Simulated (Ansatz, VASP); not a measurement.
**One calculation of LuAlAs2, two programs**

File INCAR:

```
SYSTEM = LuAlAs2
PREC = Accurate
ENCUT = 520
EDIFF = 1E-6
ISMEAR = -1
SIGMA = 0.02
LREAL = .FALSE.
LASPH = .TRUE.
NELM = 100
ALGO = Normal
ISIF = 2
LWAVE = .FALSE.
LCHARG = .TRUE.
GGA = PE
LELF = .TRUE.
LVHAR = .TRUE.
NBANDS = 27
```

File KPOINTS:

```
regular mesh
0
G
  6 6 4
  0 0 0
```

The input POSCAR:

```
LuAlAs2
1.0
    3.8827437409      0.0000000000      0.0000000000
    0.0000000000      3.8827437409      0.0000000000
    0.0000000000      0.0000000000      5.6197689241
Al As Lu
1 2 1
Direct
    0.0000000000      0.0000000000      0.0000000000
    0.0000000000      0.0000000000      0.5000000000
    0.5000000000      0.5000000000      0.0000000000
    0.5000000000      0.5000000000      0.5000000000
```

Input for Ansatz:

```yaml
crystal:
  lattice:
    - [3.8827437409, 0.0, 0.0]
    - [0.0, 3.8827437409, 0.0]
    - [0.0, 0.0, 5.6197689241]
  atoms:
    - { symbol: Al, position: [0.0, 0.0, 0.0] }
    - { symbol: As, position: [0.0, 0.0, 0.5] }
    - { symbol: Lu, position: [0.5, 0.5, 0.5] }
    - { symbol: As, position: [0.5, 0.5, 0.0] }
kpoints:
  mp_grid: { grid: [6, 6, 4] }
  band_path:
    path:
      - [[0.0, 0.0, 0.0], [0.0, 0.5, 0.0], [0.5, 0.5, 0.0], [0.0, 0.0, 0.0], [0.0, 0.0, 0.5], [0.0, 0.5, 0.5], [0.5, 0.5, 0.5], [0.0, 0.0, 0.5]]
      - [[0.0, 0.5, 0.0], [0.0, 0.5, 0.5]]
      - [[0.5, 0.5, 0.0], [0.5, 0.5, 0.5]]
    npoints: 10
hamiltonian:
  xc: pbe
scf:
  occupations: { method: fermi_dirac, width: 0.02 }
  n_extra_bands: 5
output:
  forces: true
  stress: true
  eigenvalues: true
```

Alike in both runs: task single point; functional PBE; k mesh 6 × 6 × 4; occupations fermi-dirac, width 0.02 eV; no spin polarisation.

|  | VASP | Ansatz |
| --- | --- | --- |
| version | VASP 6.6.1 | Ansatz 0.2.0 |
| potentials or method | VASP PAW PBE potentials, release 64 (Al, As, Lu) | plane waves, PAW |
| plane-wave cutoff (eV) | 520 | 420 |
| valence electrons in the cell | 38 | 58 |

Ansatz gave:

| Quantity | Value |
| --- | --- |
| pressure (GPa) | 1.4 |

Problem. Estimate VASP's values.

Solution. Pressure (GPa): 1.7.

The functional is the same, so the differences come from potentials, cutoffs and numerics. VASP's potentials hold 38 valence electrons a cell and Ansatz's 58, so a difference there can come from the potentials and not from the codes.

Neither program's run includes spin-orbit coupling.
